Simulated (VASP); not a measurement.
Input of a VASP 6.6.1 run:

The input INCAR:

```
SYSTEM = TiCo
PREC = Accurate ; ENCUT = 520
EDIFF = 1E-6 ; ISMEAR = 0
SIGMA = 0.025 ; LREAL = .False.
LASPH = .True. ; NELM = 150
ALGO = Normal ; ISIF = 2
LWAVE = .False. ; LCHARG = .False.
ISPIN = 2 ; MAGMOM = 2 1
LORBIT = 11 ; LMAXMIX = 4
GGA = PE ; NBANDS = 22
```

File KPOINTS:

```
regular mesh
0
Gamma
  9 9 9
  0 0 0
```

Contents of POSCAR:

```
TiCo
1.0
    2.9861109900      0.0000000000      0.0000000000
    0.0000000000      2.9861109900      0.0000000000
    0.0000000000      0.0000000000      2.9861109900
Co Ti
1 1
Direct
    0.5000000000      0.5000000000      0.5000000000
    0.0000000000      0.0000000000      0.0000000000
```

Potentials or basis: VASP PAW PBE potentials, release 64 (Co, Ti_sv).

Launch:

```console
$ cat potpaw_PBE.64/Co/POTCAR potpaw_PBE.64/Ti_sv/POTCAR > POTCAR
$ mpirun -np 1 vasp_std > vasp.out
```

What does it give for the site moments?

Co +0.92; Ti -0.03 μB.

Predict the net moment.

0.84 μB per cell.

Predict the pressure.

-0.8 GPa.
